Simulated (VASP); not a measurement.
Set up this calculation in VASP 6.6.1, as the native input.

```
Task                   : relaxation of the atoms
Functional             : PBE
Potentials or basis    : VASP PAW PBE potentials, release 64 (Al, N)
Cutoff                 : 520 eV
k mesh                 : 9 × 9 × 6
Occupations            : gaussian, width 0.05 eV
Spin                   : no spin polarisation
Dipole correction      : no
Further INCAR settings : ALGO = Normal; EDIFF = 1e-06; IBRION = 2; EDIFFG = -0.01; NSW = 50
```

The structure of AlN lies in POSCAR:

```
AlN
1.0
    3.0360000000      0.0000000000      0.0000000000
   -1.5180000000      2.6292531259      0.0000000000
    0.0000000000      0.0000000000      5.0169562961
Al N
2 2
Direct
    0.3333333333      0.6666666667      0.0017290859
    0.6666666667      0.3333333333      0.5017290859
    0.3333333333      0.6666666667      0.3832709141
    0.6666666667      0.3333333333      0.8832709141
```

One way to write it, as run:

INCAR

```
PREC = Accurate
ENCUT = 520
EDIFF = 1E-6
ISMEAR = 0
SIGMA = 0.05
LREAL = F
LASPH = T
NELM = 100
ALGO = Normal
ISIF = 2
LWAVE = F
LCHARG = F
GGA = PE
IBRION = 2
NSW = 50
EDIFFG = -0.01
```

KPOINTS

```
Automatic mesh
0
Gamma
  9 9 6
```

Potentials or basis: VASP PAW PBE potentials, release 64 (Al, N).

Launch:

```bash
$ cat potpaw_PBE.64/Al/POTCAR potpaw_PBE.64/N/POTCAR > POTCAR
$ mpirun -np 1 vasp_std > vasp.out
```

Results of the run:

```yaml
Energy_gained_by_relaxing: 2.7 meV/atom
Ionic_steps: 3
Pressure_after_relaxing: 13.5 GPa
Band_gap_on_the_k_mesh: 4.66 eV, direct
```

Run time: 89 s on 1 thread of AMD EPYC 7R13 (shared host), peak memory 0.13 GiB.
